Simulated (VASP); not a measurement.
# SrCd (Pm-3m) in VASP: notebook, part 2 of 2

VASP 6.6.1. Earlier steps stand in the parts before.

### 3 Single point, LDA

Input file INCAR:

```
PREC     = Accurate       # precision mode
ENCUT    = 500            # plane-wave cutoff, eV
EDIFF    = 1E-6           # SCF threshold, eV
ISMEAR   = 0              # smearing method
SIGMA    = 0.1            # smearing width, eV
LREAL    = F              # projectors in reciprocal space
LASPH    = T              # aspherical terms in the spheres
NELM     = 120            # most SCF steps
ALGO     = Normal         # electronic algorithm
ISIF     = 2              # what is computed and relaxed
LWAVE    = F              # write WAVECAR
LCHARG   = T              # write CHGCAR
GGA      = CA             # functional
LELF     = T              # ELF
LVHAR    = T            
NBANDS   = 18             # bands
GGA_COMPAT= F
```

Input file KPOINTS:

```
Automatic mesh
0
Gamma
  8 8 8
```

Input file POSCAR:

```
SrCd
1.0
    4.0030000000      0.0000000000      0.0000000000
    0.0000000000      4.0030000000      0.0000000000
    0.0000000000      0.0000000000      4.0030000000
Sr Cd
1 1
Direct
    0.5000000000      0.5000000000      0.5000000000
    0.0000000000      0.0000000000      0.0000000000
```

Potentials or basis: VASP PAW LDA potentials, release 64 (Sr_sv, Cd).

Command:

```sh
cat potpaw_LDA.64/Sr_sv/POTCAR potpaw_LDA.64/Cd/POTCAR > POTCAR
mpirun -np 1 vasp_std > vasp.out
```

OUTCAR:

```text
PREC = Accurate
   ENCUT = 500
   EDIFF = 1E-6
   ISMEAR = 0
   LREAL = F
   LASPH = T
   NELM = 120
   ISIF = 2
   GGA = CA

 ion  position               nearest neighbor table
   1  0.500  0.500  0.500-   2 3.47   2 3.47   2 3.47   2 3.47   2 3.47   2 3.47   2 3.47   2 3.47

   2  0.000  0.000  0.000-   1 3.47   1 3.47   1 3.47   1 3.47   1 3.47   1 3.47   1 3.47   1 3.47

  LATTYP: Found a simple cubic cell.
 ALAT       =     4.0030000000

  Lattice vectors:

 A1 = (   4.0030000000,   0.0000000000,   0.0000000000)
 A2 = (   0.0000000000,   4.0030000000,   0.0000000000)
 A3 = (   0.0000000000,   0.0000000000,   4.0030000000)

Analysis of symmetry for initial positions (statically):
=====================================================================
 Subroutine PRICEL returns:
 Original cell was already a primitive cell.

 Routine SETGRP: Setting up the symmetry group for a
 simple cubic supercell.

 Subroutine GETGRP returns: Found 48 space group operations
 (whereof 48 operations were pure point group operations)
 out of a pool of 48 trial point group operations.

The static configuration has the point symmetry O_h .

Analysis of symmetry for dynamics (positions and initial velocities):
=====================================================================
 Subroutine PRICEL returns:
 Original cell was already a primitive cell.

 Routine SETGRP: Setting up the symmetry group for a
 simple cubic supercell.

 Subroutine GETGRP returns: Found 48 space group operations
 (whereof 48 operations were pure point group operations)
 out of a pool of 48 trial point group operations.

The dynamic configuration has the point symmetry O_h .

 Subroutine INISYM returns: Found 48 space group operations
 (whereof 48 operations are pure point group operations),
 and found     1 'primitive' translations

----------------------------------------------------------------------------------------

                                     Primitive cell

  volume of cell :      64.1441

  direct lattice vectors                    reciprocal lattice vectors
     4.003000000  0.000000000  0.000000000     0.249812641  0.000000000  0.000000000
     0.000000000  4.003000000  0.000000000     0.000000000  0.249812641  0.000000000
     0.000000000  0.000000000  4.003000000     0.000000000  0.000000000  0.249812641

  length of vectors
     4.003000000  4.003000000  4.003000000     0.249812641  0.249812641  0.249812641

  position of ions in fractional coordinates (direct lattice)
     0.500000000  0.500000000  0.500000000
     0.000000000  0.000000000  0.000000000

  ion indices of the primitive-cell ions
   primitive index   ion index
                 1           1
                 2           2

----------------------------------------------------------------------------------------

 KPOINTS: Automatic mesh

Automatic generation of k-mesh.
 Grid dimensions read from file:
 generate k-points for:    8    8    8

 Generating k-lattice:

  Cartesian coordinates                     Fractional coordinates (reciprocal lattice)
     0.031226580  0.000000000  0.000000000     0.125000000  0.000000000  0.000000000
     0.000000000  0.031226580  0.000000000     0.000000000  0.125000000  0.000000000
     0.000000000  0.000000000  0.031226580     0.000000000  0.000000000  0.125000000

  Length of vectors
     0.031226580  0.031226580  0.031226580

  Shift w.r.t. Gamma in fractional coordinates (k-lattice)
     0.000000000  0.000000000  0.000000000

 Subroutine IBZKPT returns following result:
 ===========================================

 Found     35 irreducible k-points:

 Following reciprocal coordinates:
            Coordinates               Weight
  0.000000  0.000000  0.000000      1.000000
  0.125000  0.000000  0.000000      6.000000
  0.250000  0.000000  0.000000      6.000000
  0.375000  0.000000  0.000000      6.000000
  0.500000  0.000000  0.000000      3.000000
  0.125000  0.125000  0.000000     12.000000
[... 16 lines left out ...]
  0.375000  0.375000  0.125000     24.000000
  0.500000  0.375000  0.125000     24.000000
 [... further k-points ...]
   k-points           NKPTS =     35   k-points in BZ     NKDIM =     35   number of bands    NBANDS=     18
   number of dos      NEDOS =    301   number of ions     NIONS =      2
   total plane-waves  NPLWV =  27000
   dimension x,y,z NGX =    30 NGY =   30 NGZ =   30
   dimension x,y,z NGXF=    60 NGYF=   60 NGZF=   60
   ions per type =               1   1
   NGX,Y,Z   is equivalent  to a cutoff of  12.46, 12.46, 12.46 a.u.
   NGXF,Y,Z  is equivalent  to a cutoff of  24.92, 24.92, 24.92 a.u.
 SYSTEM =  unknown system
   PREC   = accura    normal or accurate (medium, high low for compatibility)
   ISTART =      0    job   : 0-new  1-cont  2-samecut
   ICHARG =      2    charge: 1-file 2-atom 10-const
   ISPIN  =      1    spin polarized calculation?
   LNONCOLLINEAR =      F non collinear calculations
   LSORBIT =      F    spin-orbit coupling
   LASPH  =      T    aspherical Exc in radial PAW
   ENCUT  =  500.0 eV  36.75 Ry    6.06 a.u.   7.30  7.30  7.30*2*pi/ulx,y,z
   NELM   =    120;   NELMIN=  2; NELMDL= -5     # of ELM steps
   EDIFF  = 0.1E-05   stopping-criterion for ELM
   LREAL  =      F    real-space projection
   EDIFFG = 0.1E-04   stopping-criterion for IOM
   NSW    =      0    number of steps for IOM
   IBRION =     -1    ionic relax: 0-MD 1-quasi-New 2-CG
   NFREE  =      0    steps in history (QN), initial steepest desc. (CG)
   ISIF   =      2    stress and relaxation
   ISYM   =      2    0-nonsym 1-usesym 2-fastsym
   POTIM  = 0.5000    time-step for ionic-motion
   TEBEG  =    0.0;   TEEND  =   0.0 temperature during run
   PSTRESS=    0.0 pullay stress
   NELECT =      22.0000    total number of electrons
   NUPDOWN=      -1.0000    fix difference up-down
   EMIN   =  10.00;   EMAX   =-10.00  energy-range for DOS
   EFERMI =   0.00;   METHOD = LEGACY
   ISMEAR =     0;   SIGMA  =   0.10  broadening in eV -4-tet -1-fermi 0-gaus
   EFERMI_NEDOS =   21; number of points for ismear=-14 and -15
   IALGO  =     38    algorithm
   IMIX   =      4    mixing-type and parameters
     AMIX     =   0.40;   BMIX     =  1.00
     AMIX_MAG =   1.60;   BMIX_MAG =  1.00
  volume/ion in A,a.u.               =      32.07       216.43
  Fermi-wavevector in a.u.,A,eV,Ry     =   1.145944  2.165521 17.867009  1.313188
  Thomas-Fermi vector in A             =   2.282631
   LORBIT       =      0    0 simple, 1 ext, 2 COOP (PROOUT), +10 PAW based schemes
   GGA     = CA    functional components
   LHFCALC =     F    Hartree Fock is set to
   AEXX    =    0.0000 exact exchange contribution
   IVDW    =     0    specifies the selected vdW correction
   LEPSILON=     F    determine dielectric tensor
   LRPA    =     F    only Hartree local field effects (RPA)
 non-spin polarized calculation
 Gauss-broadening in eV      SIGMA  =   0.10
  energy-cutoff  :      500.00
  volume of cell :       64.14
 maximum number of plane-waves:      1654
 NGX is ok and might be reduce to    30
   NGX = 15   NGY = 15   NGZ = 15

 number of electron      21.9999998 magnetization

 Free energy of the ion-electron system (eV)
  ---------------------------------------------------
  ext. energy  EPLUGINS =         0.00000000
  ---------------------------------------------------
  free energy    TOTEN  =        -4.07509758 eV

  energy without entropy =       -4.06621756  energy(sigma->0) =       -4.07065757

 E-fermi :   2.1015     XC(G=0):  -9.4356

 val. band max:        2.0931878768   @ k =   0.5000   0.5000   0.0000
 cond. band min:       2.1054942944   @ k =   0.2500   0.2500   0.0000
 fundamental gap:      0.0123064176
 Fermi energy:         2.1015030821

 k-point     1 :       0.0000    0.0000    0.0000
  band No.  band energies     occupation
      1     -33.5206      2.00000
      2     -15.5575      2.00000
      3     -15.5575      2.00000
      4     -15.5575      2.00000
      5      -6.5579      2.00000
      6      -6.5579      2.00000
[... 10 lines left out ...]
     17       7.2394      0.00000
     18       7.2394      0.00000
[... 463 lines left out ...]
 k-point    24 :       0.5000    0.3750    0.1250
  band No.  band energies     occupation
      1     -33.4963      2.00000
      2     -15.7543      2.00000
      3     -15.7183      2.00000
      4     -15.5514      2.00000
      5      -6.5390      2.00000
      6      -6.4703      2.00000
[... 10 lines left out ...]
     17       8.3227      0.00000
     18       8.8350      0.00000

 [... further k-points ...]

------------------------ aborting loop because EDIFF is reached ----------------------------------------

  FORCE on cell =-STRESS in cart. coord.  units (eV):
  Direction    XX          YY          ZZ          XY          YZ          ZX
  --------------------------------------------------------------------------------------
  -------------------------------------------------------------------------------------
  Total       -0.8557968     -0.8557968     -0.8557968      0.0000000     -0.0000000     -0.0000000
  in kB      -21.3759031    -21.3759031    -21.3759031      0.0000000     -0.0000000     -0.0000000
  external PRESSURE =     -21.3759031 kB  Pullay stress =       0.0000000 kB

 VOLUME and BASIS-vectors are now :
 -----------------------------------------------------------------------------
  energy-cutoff  :      500.00
  volume of cell :       64.14
      direct lattice vectors                 reciprocal lattice vectors
     4.003000000  0.000000000  0.000000000     0.249812641  0.000000000  0.000000000
     0.000000000  4.003000000  0.000000000     0.000000000  0.249812641  0.000000000
     0.000000000  0.000000000  4.003000000     0.000000000  0.000000000  0.249812641

 POSITION                                       TOTAL-FORCE (eV/Angst)
 -----------------------------------------------------------------------------------
      2.00150      2.00150      2.00150         0.000000      0.000000      0.000000
      0.00000      0.00000      0.00000         0.000000      0.000000      0.000000
 -----------------------------------------------------------------------------------
    total drift:                                0.000000      0.000000     -0.000000

  FREE ENERGIE OF THE ION-ELECTRON SYSTEM (eV)
  ---------------------------------------------------
  free  energy   TOTEN  =        -4.0750975842 eV

  energy  without entropy=       -4.0662175620  energy(sigma->0) =       -4.07065757
```

It took 57 s on 1 thread of Intel Xeon 8259CL, shared host; peak memory 0.17 GiB.

Results:

| Item | Value |
| --- | --- |
| Free energy | -4.0751 eV |
| Pressure | -2.1 GPa |
| Band gap on the k mesh | zero (bands 11 and 12 overlap by 2.12 eV) |

### 4 Single point, LDA

Input file INCAR:

```
SYSTEM = SrCd
ALGO = Normal
EDIFF = 1E-6
ENCUT = 500
GGA = CA
GGA_COMPAT = .FALSE.
ISIF = 2
ISMEAR = 0
LASPH = .TRUE.
LCHARG = .FALSE.
LREAL = .FALSE.
LWAVE = .FALSE.
NBANDS = 18
NELM = 120
PREC = Accurate
SIGMA = 0.1
```

Input file KPOINTS:

```
k-points
0
G
  8 8 8
  0 0 0
```

POSCAR is that of step 3.

Command:

```sh
cat potpaw_LDA.64/Sr_sv/POTCAR potpaw_LDA.64/Cd/POTCAR > POTCAR
mpirun -np 1 vasp_std > vasp.out
```

Wall time 46 s (1 thread of Intel Xeon 8259CL, shared host); peak memory 0.17 GiB.

Results (log left out):

* Free energy: -4.0751 eV
* Pressure: -2.1 GPa
* Band gap on the k mesh: zero (bands 11 and 12 overlap by 2.12 eV)

Levels at points of the mesh, in eV from the Fermi level:
```
           k point  band 8  band 9  band 10  band 11  band 12  band 13  band 14  band 15
(0.00, 0.00, 0.00)   -8.51   -8.51    -5.87     1.29     1.29     3.97     3.97     3.97
(0.50, 0.00, 0.00)   -8.50   -8.49    -3.65    -2.45     1.68     2.17     2.17     5.19
(0.50, 0.50, 0.00)   -8.57   -8.38    -3.21    -0.01    -0.01     1.06     3.79     3.79
(0.50, 0.50, 0.50)   -8.38   -8.38    -0.88    -0.82    -0.82    -0.82     4.65     4.65
```
